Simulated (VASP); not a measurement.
# As (Pm-3n) in VASP: a series of runs

As is run at these levels: PBEsol; tasks: single point, relaxation of cell and atoms.

All numbers are computed with VASP 6.6.1; they aren't measurements. Logs are shortened: lines on timing, memory, paths and dates and some standing lists are left out, and cuts for length are marked.

**1. The cell of the first run**

The structure is cubic, space group Pm-3n (No. 223). Conventional cell: a = 5.310 Å, b = 5.310 Å, c = 5.310 Å, α = 90.00°, β = 90.00°, γ = 90.00°. Within 3.9 Å of As (site symmetry m-3) lie 12 As at 2.97 Å. As (site symmetry -4m2) has 14 As at 2.65 to 3.25 Å within 3.5 Å.

**2. Single point, PBEsol**

Input file INCAR:

```
SYSTEM = As
PREC = Accurate ; ENCUT = 520
EDIFF = 1E-6 ; ISMEAR = 0
SIGMA = 0.1 ; LREAL = .FALSE.
LASPH = .TRUE. ; NELM = 60
ALGO = Normal ; ISIF = 2
LWAVE = .FALSE. ; LCHARG = .FALSE.
GGA = PS ; NBANDS = 30
```

Input file KPOINTS:

```
regular mesh
0
G
  4 4 4
  0 0 0
```

Input file POSCAR:

```
As
1.0
    5.3099158934      0.0000000000      0.0000000000
    0.0000000000      5.3099158934      0.0000000000
    0.0000000000      0.0000000000      5.3099158934
As
8
Direct
    0.5000000000      0.5000000000      0.5000000000
    0.0000000000      0.0000000000      0.0000000000
    0.2500000000      0.0000000000      0.5000000000
    0.5000000000      0.2500000000      0.0000000000
    0.5000000000      0.7500000000      0.0000000000
    0.7500000000      0.0000000000      0.5000000000
    0.0000000000      0.5000000000      0.7500000000
    0.0000000000      0.5000000000      0.2500000000
```

Potentials or basis: VASP PAW PBE potentials, release 64 (As).

Launch:

```bash
$ cat potpaw_PBE.64/As/POTCAR > POTCAR
$ mpirun -np 1 vasp_std > vasp.out
```

OUTCAR:

```text
SYSTEM = As
   PREC = Accurate
   ENCUT = 520
   EDIFF = 1E-6
   ISMEAR = 0
   LREAL = .FALSE.
   LASPH = .TRUE.
   NELM = 60
   ISIF = 2
   GGA = PS

 ion  position               nearest neighbor table
   1  0.500  0.500  0.500-
   2  0.000  0.000  0.000-
   3  0.250  0.000  0.500-   6 2.65   6 2.65
   4  0.500  0.250  0.000-   5 2.65   5 2.65
   5  0.500  0.750  0.000-   4 2.65   4 2.65
   6  0.750  0.000  0.500-   3 2.65   3 2.65
   7  0.000  0.500  0.750-   8 2.65   8 2.65
   8  0.000  0.500  0.250-   7 2.65   7 2.65

  LATTYP: Found a simple cubic cell.
 ALAT       =     5.3099158934

  Lattice vectors:

 A1 = (   5.3099158934,   0.0000000000,   0.0000000000)
 A2 = (   0.0000000000,   5.3099158934,   0.0000000000)
 A3 = (   0.0000000000,   0.0000000000,   5.3099158934)

Analysis of symmetry for initial positions (statically):
=====================================================================
 Subroutine PRICEL returns:
 Original cell was already a primitive cell.

 Routine SETGRP: Setting up the symmetry group for a
 simple cubic supercell.

 Subroutine GETGRP returns: Found 48 space group operations
 (whereof 24 operations were pure point group operations)
 out of a pool of 48 trial point group operations.

The static configuration has the point symmetry T_h .
 The point group associated with its full space group is O_h .

Analysis of symmetry for dynamics (positions and initial velocities):
=====================================================================
 Subroutine PRICEL returns:
 Original cell was already a primitive cell.

 Routine SETGRP: Setting up the symmetry group for a
 simple cubic supercell.

 Subroutine GETGRP returns: Found 48 space group operations
 (whereof 24 operations were pure point group operations)
 out of a pool of 48 trial point group operations.

The dynamic configuration has the point symmetry T_h .
 The point group associated with its full space group is O_h .

 Subroutine INISYM returns: Found 48 space group operations
 (whereof 24 operations are pure point group operations),
 and found     1 'primitive' translations

----------------------------------------------------------------------------------------

                                     Primitive cell

  volume of cell :     149.7142

  direct lattice vectors                    reciprocal lattice vectors
     5.309915893  0.000000000  0.000000000     0.188326900  0.000000000  0.000000000
     0.000000000  5.309915893  0.000000000     0.000000000  0.188326900  0.000000000
     0.000000000  0.000000000  5.309915893     0.000000000  0.000000000  0.188326900

  length of vectors
     5.309915893  5.309915893  5.309915893     0.188326900  0.188326900  0.188326900

  position of ions in fractional coordinates (direct lattice)
     0.500000000  0.500000000  0.500000000
     0.000000000  0.000000000  0.000000000
     0.250000000  0.000000000  0.500000000
     0.500000000  0.250000000  0.000000000
     0.500000000  0.750000000  0.000000000
     0.750000000  0.000000000  0.500000000
     0.000000000  0.500000000  0.750000000
     0.000000000  0.500000000  0.250000000

  ion indices of the primitive-cell ions
   primitive index   ion index
                 1           1
                 2           2
                 3           3
                 4           4
                 5           5
                 6           6
                 7           7
                 8           8

----------------------------------------------------------------------------------------

 KPOINTS: regular mesh

Automatic generation of k-mesh.
 Grid dimensions read from file:
 generate k-points for:    4    4    4

 Generating k-lattice:

  Cartesian coordinates                     Fractional coordinates (reciprocal lattice)
     0.047081725  0.000000000  0.000000000     0.250000000  0.000000000  0.000000000
     0.000000000  0.047081725  0.000000000     0.000000000  0.250000000  0.000000000
     0.000000000  0.000000000  0.047081725     0.000000000  0.000000000  0.250000000

  Length of vectors
     0.047081725  0.047081725  0.047081725

  Shift w.r.t. Gamma in fractional coordinates (k-lattice)
     0.000000000  0.000000000  0.000000000

 Subroutine IBZKPT returns following result:
 ===========================================

 Found     10 irreducible k-points:

 Following reciprocal coordinates:
            Coordinates               Weight
  0.000000  0.000000  0.000000      1.000000
  0.250000  0.000000  0.000000      6.000000
  0.500000  0.000000  0.000000      3.000000
  0.250000  0.250000  0.000000     12.000000
  0.500000  0.250000  0.000000     12.000000
  0.500000  0.500000  0.000000      3.000000
  0.250000  0.250000  0.250000      8.000000
  0.500000  0.250000  0.250000     12.000000
  0.500000  0.500000  0.250000      6.000000
  0.500000  0.500000  0.500000      1.000000
   k-points           NKPTS =     10   k-points in BZ     NKDIM =     10   number of bands    NBANDS=     30
   number of dos      NEDOS =    301   number of ions     NIONS =      8
   total plane-waves  NPLWV =  64000
   dimension x,y,z NGX =    40 NGY =   40 NGZ =   40
   dimension x,y,z NGXF=    80 NGYF=   80 NGZF=   80
   ions per type =               8
   NGX,Y,Z   is equivalent  to a cutoff of  12.52, 12.52, 12.52 a.u.
   NGXF,Y,Z  is equivalent  to a cutoff of  25.05, 25.05, 25.05 a.u.
 SYSTEM =  As
   PREC   = accura    normal or accurate (medium, high low for compatibility)
   ISTART =      0    job   : 0-new  1-cont  2-samecut
   ICHARG =      2    charge: 1-file 2-atom 10-const
   ISPIN  =      1    spin polarized calculation?
   LNONCOLLINEAR =      F non collinear calculations
   LSORBIT =      F    spin-orbit coupling
   LASPH  =      T    aspherical Exc in radial PAW
   ENCUT  =  520.0 eV  38.22 Ry    6.18 a.u.   9.87  9.87  9.87*2*pi/ulx,y,z
   NELM   =     60;   NELMIN=  2; NELMDL= -5     # of ELM steps
   EDIFF  = 0.1E-05   stopping-criterion for ELM
   LREAL  =      F    real-space projection
   EDIFFG = 0.1E-04   stopping-criterion for IOM
   NSW    =      0    number of steps for IOM
   IBRION =     -1    ionic relax: 0-MD 1-quasi-New 2-CG
   NFREE  =      0    steps in history (QN), initial steepest desc. (CG)
   ISIF   =      2    stress and relaxation
   ISYM   =      2    0-nonsym 1-usesym 2-fastsym
   POTIM  = 0.5000    time-step for ionic-motion
   TEBEG  =    0.0;   TEEND  =   0.0 temperature during run
   PSTRESS=    0.0 pullay stress
   NELECT =      40.0000    total number of electrons
   NUPDOWN=      -1.0000    fix difference up-down
   EMIN   =  10.00;   EMAX   =-10.00  energy-range for DOS
   EFERMI =   0.00;   METHOD = LEGACY
   ISMEAR =     0;   SIGMA  =   0.10  broadening in eV -4-tet -1-fermi 0-gaus
   EFERMI_NEDOS =   21; number of points for ismear=-14 and -15
   IALGO  =     38    algorithm
   IMIX   =      4    mixing-type and parameters
     AMIX     =   0.40;   BMIX     =  1.00
     AMIX_MAG =   1.60;   BMIX_MAG =  1.00
  volume/ion in A,a.u.               =      18.71       126.29
  Fermi-wavevector in a.u.,A,eV,Ry     =   1.054404  1.992535 15.126529  1.111769
  Thomas-Fermi vector in A             =   2.189563
   LORBIT       =      0    0 simple, 1 ext, 2 COOP (PROOUT), +10 PAW based schemes
   GGA     = PS    functional components
   LHFCALC =     F    Hartree Fock is set to
   AEXX    =    0.0000 exact exchange contribution
   IVDW    =     0    specifies the selected vdW correction
   LEPSILON=     F    determine dielectric tensor
   LRPA    =     F    only Hartree local field effects (RPA)
 non-spin polarized calculation
 Gauss-broadening in eV      SIGMA  =   0.10
  energy-cutoff  :      520.00
  volume of cell :      149.71
 maximum number of plane-waves:      4068
 NGX is ok and might be reduce to    40
   NGX = 19   NGY = 19   NGZ = 19

 number of electron      40.0000005 magnetization

 Free energy of the ion-electron system (eV)
  ---------------------------------------------------
  ext. energy  EPLUGINS =         0.00000000
  ---------------------------------------------------
  free energy    TOTEN  =       -36.47725119 eV

  energy without entropy =      -36.44006062  energy(sigma->0) =      -36.45865590

 E-fermi :   6.6599     XC(G=0): -10.9382

 val. band max:        6.6578793214   @ k =   0.5000   0.5000   0.5000
 cond. band min:       6.6974251126   @ k =   0.2500   0.0000   0.0000
 fundamental gap:      0.0395457912
 Fermi energy:         6.6598597525

 k-point     1 :       0.0000    0.0000    0.0000
  band No.  band energies     occupation
      1      -8.7550      2.00000
      2      -5.0313      2.00000
      3      -5.0313      2.00000
      4      -4.7288      2.00000
      5      -2.9257      2.00000
      6      -2.9257      2.00000
[... 22 lines left out ...]
     29      10.3501      0.00000
     30      13.0339      0.00000

 k-point     2 :       0.2500    0.0000    0.0000
  band No.  band energies     occupation
      1      -8.4442      2.00000
      2      -6.1029      2.00000
      3      -4.7720      2.00000
      4      -4.5935      2.00000
      5      -2.7726      2.00000
      6      -2.7726      2.00000
[... 22 lines left out ...]
     29      10.4588      0.00000
     30      11.2076      0.00000

 k-point     3 :       0.5000    0.0000    0.0000
  band No.  band energies     occupation
      1      -7.5279      2.00000
      2      -7.5279      2.00000
      3      -4.2546      2.00000
      4      -4.2546      2.00000
      5      -3.2423      2.00000
      6      -3.2423      2.00000
[... 220 lines left out ...]
     29       9.2435      0.00000
     30       9.5770      0.00000

 k-point    10 :       0.5000    0.5000    0.5000
  band No.  band energies     occupation
      1      -5.1550      2.00000
      2      -5.1550      2.00000
      3      -5.1550      2.00000
      4      -5.1550      2.00000
      5      -5.1550      2.00000
      6      -5.1550      2.00000
[... 22 lines left out ...]
     29       7.4158      0.00000
     30       7.4158      0.00000

------------------------ aborting loop because EDIFF is reached ----------------------------------------

  FORCE on cell =-STRESS in cart. coord.  units (eV):
  Direction    XX          YY          ZZ          XY          YZ          ZX
  --------------------------------------------------------------------------------------
  -------------------------------------------------------------------------------------
  Total        0.1973979      0.1973979      0.1973979      0.0000000     -0.0000000      0.0000000
  in kB        2.1124685      2.1124685      2.1124685      0.0000000     -0.0000000      0.0000000
  external PRESSURE =       2.1124685 kB  Pullay stress =       0.0000000 kB

 VOLUME and BASIS-vectors are now :
 -----------------------------------------------------------------------------
  energy-cutoff  :      520.00
  volume of cell :      149.71
      direct lattice vectors                 reciprocal lattice vectors
     5.309915893  0.000000000  0.000000000     0.188326900  0.000000000  0.000000000
     0.000000000  5.309915893  0.000000000     0.000000000  0.188326900  0.000000000
     0.000000000  0.000000000  5.309915893     0.000000000  0.000000000  0.188326900

 POSITION                                       TOTAL-FORCE (eV/Angst)
 -----------------------------------------------------------------------------------
      2.65496      2.65496      2.65496        -0.000000      0.000000      0.000000
      0.00000      0.00000      0.00000        -0.000000      0.000000      0.000000
      1.32748      0.00000      2.65496        -0.000000     -0.000000      0.000000
      2.65496      1.32748      0.00000        -0.000000      0.000000      0.000000
      2.65496      3.98244      0.00000         0.000000     -0.000000     -0.000000
      3.98244      0.00000      2.65496         0.000000     -0.000000     -0.000000
      0.00000      2.65496      3.98244         0.000000      0.000000     -0.000000
      0.00000      2.65496      1.32748         0.000000      0.000000      0.000000
 -----------------------------------------------------------------------------------
    total drift:                                0.000000      0.000000      0.000000

  FREE ENERGIE OF THE ION-ELECTRON SYSTEM (eV)
  ---------------------------------------------------
  free  energy   TOTEN  =       -36.4772511885 eV

  energy  without entropy=      -36.4400606169  energy(sigma->0) =      -36.45865590
```

Wall time 31 s (1 thread of Intel Xeon Platinum 8259CL at 2.50GHz (Skylake/Cascade Lake), shared host); peak memory 0.23 GiB.

What came out:

```
Free energy            : -36.4773 eV
Pressure               : 0.2 GPa
Band gap on the k mesh : zero (band 20 reaches 6.76 eV, above the bottom of band 21 at 6.51 eV)
```

Levels at points of the mesh, in eV from the Fermi level:
```
           k point  band 17  band 18  band 19  band 20  band 21  band 22  band 23  band 24
(0.00, 0.00, 0.00)    -2.57    -2.06    -2.06    -2.06     0.94     0.94     0.94     1.35
(0.50, 0.00, 0.00)    -1.62    -1.62    -0.95    -0.95     0.35     0.35     1.28     1.28
(0.50, 0.50, 0.00)    -1.57    -1.57    -0.74    -0.38     0.47     0.73     1.38     1.38
(0.50, 0.50, 0.50)     0.00     0.00     0.00     0.00     0.00     0.00     0.08     0.08
```

Caveat: the PAW data sets were made with another functional, which shifts forces and pressure a little.

(Continued in part 2 of 3.)
